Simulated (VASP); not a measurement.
**ZnS: single point with r2SCAN**

Crystal: ZnS.

```
Zn S
1.0
    -2.69451   -2.69451    0.00000
     2.69451   -2.69451    0.00000
    -0.89835    0.00000   10.77805
Zn S
4 4
Direct
  0.46874 0.53126 0.18750
  0.92707 0.07293 0.43750
  0.38539 0.61461 0.68750
  0.84372 0.15628 0.93750
  0.44791 0.05209 0.31250
  0.90623 0.59377 0.56250
  0.36456 0.13544 0.81250
  0.98958 0.51042 0.06250
```

```yaml
Program: VASP 6.6.1
Task: single point
Functional: r2SCAN
Potentials_or_basis: VASP PAW PBE potentials, release 64 (Zn, S)
Cutoff: 520 eV
k_mesh: 6 × 6 × 2
Occupations: gaussian, width 0.05 eV
Spin: no spin polarisation
```

```
Pressure               : 3.4 GPa
Largest force          : 5.143 eV/Å
Band gap on the k mesh : 2.30 eV, direct
```

Forces in eV/Å, atoms in the order of the input:
```
Zn  -0.120 -0.141  0.108
Zn  -0.013 -0.027 -0.052
Zn   0.001 -0.114 -0.112
Zn  -1.268  3.161 -3.199
S    0.058  0.109  0.065
S   -0.061  0.009  0.047
S   -0.903  0.022 -0.321
S    2.308 -3.020  3.466
```

Stress tensor (GPa, compression positive):
```
 0.51 -1.78  4.52
-1.78  3.67 -3.75
 4.52 -3.75  5.98
```

Levels at points of the mesh, in eV from the valence-band top:
```tsv
k point	band 33	band 34	band 35	band 36	band 37	band 38	band 39	band 40
(0.00, 0.00, 0.00)	-1.20	-0.49	-0.31	0.00	2.30	3.46	4.12	4.33
(0.50, 0.00, 0.00)	-1.18	-1.13	-0.83	-0.61	3.25	3.85	4.85	5.07
(0.00, 0.50, 0.00)	-1.20	-1.17	-1.13	-0.59	3.38	3.67	4.87	5.07
(0.50, 0.50, 0.00)	-2.75	-2.65	-2.36	-1.80	2.86	3.39	4.20	4.31
(0.00, 0.00, 0.50)	-0.92	-0.64	-0.61	-0.40	3.09	3.59	3.78	3.88
(0.50, 0.00, 0.50)	-1.27	-1.18	-1.13	-0.64	3.78	4.25	4.43	4.69
(0.00, 0.50, 0.50)	-1.48	-1.20	-1.13	-0.77	3.88	4.12	4.41	4.60
(0.50, 0.50, 0.50)	-2.83	-2.79	-2.48	-1.90	3.18	4.06	4.34	4.36
```

It took 6.7 min on 1 thread of Intel(R) Xeon(R) 6975P-C (Granite Rapids) (shared host), peak memory 0.39 GiB.

Caveat: the PAW data sets were made with another functional, which shifts forces and pressure a little. r2SCAN opens gaps a little over a GGA but as a rule still falls short of measured ones.
